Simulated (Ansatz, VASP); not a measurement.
**Two plane-wave programs on TiAl3**

Contents of INCAR:

```
PREC = Accurate
ENCUT = 520
EDIFF = 1E-6
ISMEAR = 0
SIGMA = 0.1
LREAL = False
LASPH = True
NELM = 100
ALGO = Normal
ISIF = 2
LWAVE = False
LCHARG = False
GGA = PE
NBANDS = 18
```

The input KPOINTS:

```
Automatic mesh
0
Gamma
  10 10 10
```

The input POSCAR:

```
TiAl3
1.0
    4.1081927437      0.0000000000      0.0000000000
    0.0000000000      4.1081927437      0.0000000000
    0.0000000000      0.0000000000      4.1081927437
Ti Al
1 3
Direct
    0.0000000000      0.0000000000      0.0000000000
    0.5000000000      0.5000000000      0.0000000000
    0.5000000000      0.0000000000      0.5000000000
    0.0000000000      0.5000000000      0.5000000000
```

Input for Ansatz:

```yaml
crystal:
  lattice:
    - [4.1081927437, 0.0, 0.0]
    - [0.0, 4.1081927437, 0.0]
    - [0.0, 0.0, 4.1081927437]
  atoms:
    - { symbol: Ti, position: [0.0, 0.0, 0.0] }
    - { symbol: Al, position: [0.5, 0.5, 0.0] }
    - { symbol: Al, position: [0.5, 0.0, 0.5] }
    - { symbol: Al, position: [0.0, 0.5, 0.5] }
basis:
  ecutwfc: 420
kpoints:
  mp_grid: { grid: [10, 10, 10] }
hamiltonian:
  xc: pbe
scf:
  occupations: { method: gaussian, width: 0.1 }
output:
  forces: true
  stress: true
  eigenvalues: true
```

Alike in both runs: task single point; functional PBE; k mesh 10 × 10 × 10; occupations gaussian, width 0.1 eV; no spin polarisation.

```csv
,VASP,Ansatz
version,VASP 6.6.1,Ansatz 0.2.0
potentials or method,"VASP PAW PBE potentials, release 64 (Ti_sv, Al), cutoff 520 eV","scalar-relativistic, plane waves, PAW"
valence electrons in the cell,21,21
```

VASP gave:

* gap on the k mesh at the Fermi level (eV): none
* pressure (GPa): -8.4

Question: Which values does Ansatz return?

Answer: gap on the k mesh at the Fermi level (eV): none; pressure (GPa): -8.3.

A gap of «none» marks a metal or a gap that the smearing closes. The functional is the same, so the differences come from potentials, cutoffs and numerics.
